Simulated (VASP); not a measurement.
Input of a VASP 6.6.1 run:

Contents of INCAR:

```
SYSTEM = AlB2P3
PREC = Accurate
ENCUT = 600
EDIFF = 1E-7
ISMEAR = -1
SIGMA = 0.02
LREAL = .FALSE.
LASPH = .TRUE.
NELM = 100
ALGO = Normal
ISIF = 3
LWAVE = .FALSE.
LCHARG = .FALSE.
GGA = PE
IBRION = 2
NSW = 80
EDIFFG = -0.005
```

The input KPOINTS:

```
regular mesh
0
G
  12 12 4
  0 0 0
```

Contents of POSCAR:

```
AlB2P3
1.0
    3.2773084096      0.0000000000      0.0000000000
   -1.6386542048      2.8382323388      0.0000000000
    0.0000000000      0.0000000000      8.0277333333
B Al P
2 1 3
Direct
    0.0000000000      0.0000000000      0.0000000000
    0.6666666667      0.3333333333      0.6666666667
    0.3333333333      0.6666666667      0.3333333333
    0.6666666667      0.3333333333      0.9166666667
    0.3333333333      0.6666666667      0.5833333333
    0.0000000000      0.0000000000      0.2500000000
```

Potentials or basis: VASP PAW PBE potentials, release 64 (B, Al, P).

The run is started by

```bash
$ cat potpaw_PBE.64/B/POTCAR potpaw_PBE.64/Al/POTCAR potpaw_PBE.64/P/POTCAR > POTCAR
$ mpirun -np 1 vasp_std > vasp.out
```

(1) Estimate the space group after relaxing (to 0.05 Å).

(2) Estimate the relaxed volume.

(3) Estimate the relaxed cell.

(4) Estimate the band gap on the k mesh.

Results:

(1) P3m1 (No. 156).

(2) 14.54 Å³/atom.

(3) a = 3.414 Å, b = 3.414 Å, c = 8.645 Å, α = 90.00°, β = 90.00°, γ = 120.00°.

(4) 0.21 eV, indirect (least direct gap 1.46 eV).

Caveat: the volume moved by over 15 % at a fixed basis, so the end points are rough.
